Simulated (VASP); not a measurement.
The system is CdAs2C.

```xyz
8
Lattice="-2.5996 2.5996 5.1992 2.5996 -2.5996 5.1992 2.5996 2.5996 -5.1992" Properties=species:S:1:pos:R:3 pbc="T T T"
Cd    0.0000    0.0000    0.0000
Cd    0.0000    2.5996    2.5996
As    1.2998    1.2998    1.2998
As    1.2998   -1.2998    3.8994
As    1.2998    1.2998    6.4989
As   -1.2998    1.2998    3.8994
C     0.0000    0.0000    5.1992
C     2.5996    0.0000    2.5996
```

| Quantity | Value |
| --- | --- |
| Program | VASP 6.6.1 |
| Task | relaxation of cell and atoms |
| Functional | PBE |
| Potentials or basis | VASP PAW PBE potentials, release 64 (Cd, As, C) |
| Cutoff | 600 eV |
| k mesh | 6 × 6 × 6 |
| Occupations | fermi-dirac, width 0.02 eV |
| Spin | no spin polarisation |

At the start: pressure 23.9 GPa; volume 17.57 Å³/atom.

Q: How do energy, volume and symmetry change on relaxing?

A: Over 20 steps the energy falls by 894.5 meV/atom and the volume is 19.09 Å³/atom (+8.7 %); space group I-42d (No. 122, to 0.1 Å) before and after.

Step by step:
```csv
step,energy change (eV),largest force (eV/Å),pressure (GPa),volume (Å³)
1,0.0000,7.3195,23.89,140.54
2,-4.5041,0.5499,-10.81,200.85
3,-5.2543,1.7049,-6.70,178.83
4,-5.2559,1.7744,-6.41,177.89
5,-6.4649,0.9358,-3.10,163.29
6,-6.8184,0.0241,1.39,152.64
7,-6.9788,0.1195,0.15,154.65
8,-7.0888,0.3296,-1.86,158.01
9,-7.1491,0.1803,0.58,151.83
10,-7.1492,0.1862,0.47,152.05
11,-7.1550,0.0219,-0.23,153.07
12,-7.1555,0.0217,-0.09,152.86
13,-7.1557,0.0028,0.07,152.56
14,-7.1557,0.0051,0.04,152.60
15,-7.1557,0.0033,0.00,152.69
16,-7.1558,0.0108,-0.03,152.76
17,-7.1558,0.0079,0.00,152.74
18,-7.1558,0.0053,0.02,152.72
19,-7.1558,0.0051,0.02,152.72
20,-7.1558,0.0045,0.03,152.71
```

Final structure:
```cif
data_structure
_symmetry_space_group_name_H-M 'P 1'
_symmetry_Int_Tables_number 1
_cell_length_a 6.1232
_cell_length_b 6.1232
_cell_length_c 6.1232
_cell_angle_alpha 123.545
_cell_angle_beta 123.545
_cell_angle_gamma 83.962
_cell_volume 152.71
loop_
_atom_site_label
_atom_site_type_symbol
_atom_site_fract_x
_atom_site_fract_y
_atom_site_fract_z
_atom_site_occupancy
Cd1 Cd 0.00000 0.00000 0.00000 1
Cd2 Cd 0.75000 0.25000 0.50000 1
As1 As 0.37500 0.46203 0.58703 1
As2 As 0.21203 0.62500 0.08703 1
As3 As 0.87500 0.78797 0.41297 1
As4 As 0.53797 0.12500 0.91297 1
C1 C 0.50000 0.50000 0.00000 1
C2 C 0.25000 0.75000 0.50000 1
```
